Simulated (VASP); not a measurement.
LiGeN:

```xyz
6
Lattice="3.1427 0.0000 0.0000 -1.5713 2.7217 0.0000 0.0000 0.0000 9.2407" Properties=species:S:1:pos:R:3 pbc="T T T"
Li    1.5713    0.9072    6.8593
Li    0.0000    1.8144    2.2390
Ge    0.0000    0.0000    4.6197
Ge    0.0000    0.0000    9.2400
N     0.0000    1.8144    5.5667
N     1.5713    0.9072    0.9464
```

This cell differs from its parent crystal: epitaxial xy strain +5.2%.

Base run:

| Quantity | Value |
| --- | --- |
| Program | VASP 6.6.1 |
| Functional | PBE |
| Potentials or basis | VASP PAW PBE potentials, release 64 (Li_sv, Ge_d, N) |
| Cutoff | 520 eV |
| k mesh | 12 × 12 × 4 |
| Occupations | fermi-dirac, width 0.02 eV |
| Spin | no spin polarisation |

Its results: band gap on the k mesh 1.05 eV (least direct gap 1.76 eV); largest force 0.388 eV/Å.

Task: The run is repeated on the same cell with these changes: functional from PBE to r2SCAN; occupations from fermi-dirac, width 0.02 eV to gaussian, width 0.01 eV. What comes out?

Result: Band gap on the k mesh 1.38 eV (least direct gap 2.18 eV); largest force 0.073 eV/Å.

Caveats: the PAW data sets were made with another functional, which shifts forces and pressure a little (at least some runs).

A k mesh can miss the band edges.
